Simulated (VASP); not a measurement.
Crystal: ZnSe7.

```
Zn Se
1.0
     4.16325   -4.30482    0.00000
     4.16325    4.30482    0.00000
     0.00000    0.00000    7.32685
Zn Se
1 7
Cartesian
  4.1633 0.0000 0.0000
  4.1633 -1.6802 3.6634
  4.1633 1.6802 3.6634
  2.0816 2.1524 1.3147
  2.0816 -2.1524 6.0121
  2.0816 2.1524 6.0121
  2.0816 -2.1524 1.3147
  0.0000 0.0000 0.0000
```

The cell was generated, and may not be a known phase.

```yaml
Program: VASP 6.6.1
Task: relaxation of cell and atoms
Functional: PBE
Potentials_or_basis: VASP PAW PBE potentials, release 64 (Zn, Se)
Cutoff: 600 eV
k_mesh: 3 × 3 × 2
Occupations: gaussian, width 0.2 eV
Spin: no spin polarisation
```

At the start: pressure -7.0 GPa; volume 32.83 Å³/atom.

Where does the relaxation end?

Over 21 steps the energy falls by 483.4 meV/atom and the volume is 22.36 Å³/atom (-31.9 %); space group Cmmm (No. 65, to 0.1 Å) before and after.

The path:
```tsv
step	energy change (eV)	largest force (eV/Å)	pressure (GPa)	volume (Å³)
1	0.0000	0.4570	-7.01	262.62
2	-1.6205	1.3854	-1.84	211.72
3	-1.6664	1.7041	-0.22	204.22
4	-2.3689	1.3800	1.07	189.96
5	-1.2927	2.5323	19.64	149.91
6	-2.7751	0.9555	3.51	178.55
7	-2.8196	0.9874	5.67	172.16
8	-3.2846	1.0646	2.20	178.06
9	-3.3438	1.0556	1.17	180.59
10	-3.3480	1.0519	0.87	181.39
11	-3.4415	0.8728	-0.15	183.86
12	-3.5356	0.5790	-2.01	189.25
13	-3.6095	0.5323	-1.31	186.80
14	-3.6971	0.4203	0.65	181.00
15	-3.6986	0.4081	1.03	180.01
16	-3.7572	0.3127	0.82	179.98
17	-3.8381	0.2259	0.37	179.87
18	-3.8395	0.2551	0.35	179.85
19	-3.8567	0.0793	-0.71	181.50
20	-3.8567	0.0781	-0.71	181.51
21	-3.8676	0.0225	-0.16	178.91
```

Final structure:
```
Zn Se
1.0
     3.56580   -3.49925    0.00000
     3.56580    3.49925    0.00000
     0.00000    0.00000    7.16932
Zn Se
1 7
Direct
  0.50000 0.50000 0.00000
  0.76980 0.23020 0.50000
  0.23020 0.76980 0.50000
  0.00000 0.50000 0.22561
  0.50000 0.00000 0.77439
  0.00000 0.50000 0.77439
  0.50000 0.00000 0.22561
  0.00000 0.00000 0.00000
```

Caveat: the k points lie up to 0.44 Å⁻¹ apart in the final cell, too coarse for converged energies and pressures of a metal; the volume moved by over 15 % at a fixed basis, so the end points are rough.
